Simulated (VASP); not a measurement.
# GaSb (Immm) in VASP: further runs, part 2 of 2

VASP 6.6.1. Earlier steps stand in the parts before.

## 3. Single point, PBE

Contents of INCAR:

```
ALGO = Normal
EDIFF = 1E-6
ENCUT = 520
GGA = PE
ISIF = 2
ISMEAR = 0
LASPH = True
LCHARG = True
LELF = True
LREAL = False
LVHAR = True
LWAVE = False
NBANDS = 16
NELM = 100
PREC = Accurate
SIGMA = 0.15
```

Contents of KPOINTS:

```
k-points
0
Gamma
  18 18 18
```

Contents of POSCAR:

```
GaSb
1.0
   -1.5488534236      2.5706004820      2.8560963288
    1.5488534236     -2.5706004820      2.8560963288
    1.5488534236      2.5706004820     -2.8560963288
Ga Sb
1 1
Direct
    0.0000000000      0.0000000000      0.0000000000
    0.5000000000      0.5000000000      0.0000000000
```

Potentials or basis: VASP PAW PBE potentials, release 64 (Ga_d, Sb).

Command:

```
cat potpaw_PBE.64/Ga_d/POTCAR potpaw_PBE.64/Sb/POTCAR > POTCAR
mpirun -np 1 vasp_std > vasp.out
```

OUTCAR:

```text
EDIFF = 1E-6
   ENCUT = 520
   GGA = PE
   ISIF = 2
   ISMEAR = 0
   LASPH = True
   LREAL = False
   NELM = 100
   PREC = Accurate

 ion  position               nearest neighbor table
   1  0.000  0.000  0.000-   2 2.86   2 2.86   2 3.00   2 3.00   2 3.00   2 3.00
   2  0.500  0.500  0.000-   1 2.86   1 2.86   1 3.00   1 3.00   1 3.00   1 3.00

  LATTYP: Found a body centered orthorhombic cell.
 ALAT       =     3.0977068472
 B/A-ratio  =     1.6596796332
 C/A-ratio  =     1.8440068539

  Lattice vectors:

[... 626 lines left out ...]
      3      -7.6552      2.00000
      4      -7.6482      2.00000
      5      -7.6083      2.00000
      6      -4.5187      2.00000
[... 8 lines left out ...]
     15      17.0261      0.00000
     16      17.9066      0.00000

 [... further k-points ...]
[... 5 lines left out ...]
  --------------------------------------------------------------------------------------
  -------------------------------------------------------------------------------------
  Total        1.2945510      1.0082241      0.5511699      0.0000000      0.0000000      0.0000000
  in kB       45.5986505     35.5132096     19.4141465      0.0000000      0.0000000      0.0000000
  external PRESSURE =      33.5086689 kB  Pullay stress =       0.0000000 kB

 VOLUME and BASIS-vectors are now :
 -----------------------------------------------------------------------------
  energy-cutoff  :      520.00
  volume of cell :       45.49
      direct lattice vectors                 reciprocal lattice vectors
    -1.548853424  2.570600482  2.856096329     0.000000000  0.194507082  0.175064123
     1.548853424 -2.570600482  2.856096329     0.322819443  0.000000000  0.175064123
     1.548853424  2.570600482 -2.856096329     0.322819443  0.194507082  0.000000000

 POSITION                                       TOTAL-FORCE (eV/Angst)
 -----------------------------------------------------------------------------------
      0.00000      0.00000      0.00000        -0.000000     -0.000000     -0.000000
      0.00000      0.00000      2.85610         0.000000      0.000000      0.000000
 -----------------------------------------------------------------------------------
    total drift:                                0.000000      0.000000     -0.000000

  FREE ENERGIE OF THE ION-ELECTRON SYSTEM (eV)
  ---------------------------------------------------
  free  energy   TOTEN  =        -6.9586281758 eV

  energy  without entropy=       -6.9501130542  energy(sigma->0) =       -6.95437062
```

Run time: 11 min. Hardware: 1 thread of AMD EPYC 7R13, shared host; peak memory 0.69 GiB.

Results:

```
Free energy            : -6.9586 eV
Pressure               : 3.4 GPa
Band gap on the k mesh : zero (band 9 reaches 9.75 eV, above the bottom of band 10 at 4.19 eV)
```

Caveat: spin-orbit coupling is left out, which moves the levels of the heavy elements.

## 4. Single point, PBE

This run uses another cell than the first one, of the same volume but with other edges.

Contents of INCAR:

```
SYSTEM = GaSb
PREC = Accurate
ENCUT = 520
EDIFF = 1E-7
ISMEAR = 0
SIGMA = 0.15
LREAL = .False.
LASPH = .True.
NELM = 100
ALGO = Normal
ISIF = 2
LWAVE = .False.
LCHARG = .False.
GGA = PE
NBANDS = 16
```

Contents of KPOINTS:

```
Automatic mesh
0
Gamma
  18 18 18
  0 0 0
```

Contents of POSCAR:

```
GaSb
1.0
   -1.6633202966      2.4805717942      2.7560688813
    1.6633202966     -2.4805717942      2.7560688813
    1.6633202966      2.4805717942     -2.7560688813
Ga Sb
1 1
Direct
    0.0000000000      0.0000000000      0.0000000000
    0.5000000000      0.5000000000      0.0000000000
```

Command:

```
cat potpaw_PBE.64/Ga_d/POTCAR potpaw_PBE.64/Sb/POTCAR > POTCAR
mpirun -np 1 vasp_std > vasp.out
```

It took 10 min on 1 thread of AMD EPYC 7R13, shared host; peak memory 0.69 GiB.

The run converged. Its results:

| Property | Result |
| --- | --- |
| Free energy | -6.9298 eV |
| Pressure | 3.7 GPa |
| Band gap on the k mesh | zero (band 9 reaches 10.40 eV, above the bottom of band 10 at 4.44 eV) |

Stress tensor (GPa, compression positive):
```
0.85 0.00 0.00
0.00 2.62 0.00
0.00 0.00 7.63
```

Levels at points of the mesh, in eV from the Fermi level:
| k point | band 7 | band 8 | band 9 | band 10 | band 11 | band 12 |
| --- | --- | --- | --- | --- | --- | --- |
| (0.00, 0.00, 0.00) | -1.76 | -1.66 | -1.39 | 3.82 | 3.84 | 6.69 |
| (0.50, 0.00, 0.00) | -8.28 | 0.43 | 2.02 | 3.13 | 3.32 | 3.63 |
| (0.00, 0.50, 0.00) | -6.80 | -1.46 | -0.56 | -0.06 | 0.82 | 3.11 |
| (0.50, 0.50, 0.00) | -5.41 | -3.23 | -2.44 | -2.10 | 3.06 | 4.79 |
| (0.50, 0.50, 0.50) | -5.57 | -5.46 | -4.81 | 1.08 | 5.11 | 9.65 |

Caveat: spin-orbit coupling is left out, which moves the levels of the heavy elements.

## 5. Summary

```tsv
cell	gap on the mesh (eV)	pressure (GPa)
a = 4.187 Å, angles 138.2, 102.6, 92.1°, 2 atoms	none	3.7
a = 4.143 Å, angles 136.1, 103.3, 92.8°, 2 atoms	none	3.4
a = 4.064 Å, angles 131.7, 104.8, 94.6°, 2 atoms	none	3.7
```

Alike in all rows: task single point; level PBE; potentials or basis VASP PAW PBE potentials, release 64 (Ga_d, Sb); no spin polarisation; k mesh 18 × 18 × 18; cutoff (eV) 520; smearing gaussian 0.15 eV.

Caveats: spin-orbit coupling is left out, which moves the levels of the heavy elements.

Absolute energies hang on the potentials; compare differences alone.
